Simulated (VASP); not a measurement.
ScAl3, 4 atoms in the cell. It takes space group Pm-3m (No. 221, cubic). Conventional cell: a = 4.032 Å, b = 4.032 Å, c = 4.032 Å, α = 90.00°, β = 90.00°, γ = 90.00°. Sc (site symmetry m-3m) has 12 Al at 2.85 Å within 3.8 Å. Within 3.8 Å of Al (site symmetry 4/mmm) lie 4 Sc at 2.85 Å and 8 Al at 2.85 Å. 

| Item | Value |
| --- | --- |
| Program | VASP 6.6.1 |
| Task | single point |
| Functional | LDA |
| Potentials or basis | VASP PAW LDA potentials, release 64 (Sc_sv, Al) |
| Cutoff | 520 eV |
| k mesh | 7 × 7 × 7 |
| Occupations | fermi-dirac, width 0.05 eV |
| Spin | no spin polarisation |
| Dipole correction | no |
| Further INCAR settings | ALGO = Normal; EDIFF = 1e-06; NBANDS = 18 |

Potentials or basis: VASP PAW LDA potentials, release 64 (Sc_sv, Al).

The run is started by

```sh
$ cat potpaw_LDA.64/Sc_sv/POTCAR potpaw_LDA.64/Al/POTCAR > POTCAR
$ mpirun -np 1 vasp_std > vasp.out
```

Hardware: 1 thread of Intel Xeon 8259CL, with other jobs on the host.

Question: Estimate the wall time of this run.

Answer: It took 25 s on 1 thread of Intel Xeon 8259CL (shared host), peak memory 0.16 GiB. Counts: scf iterations 13, k points 20.
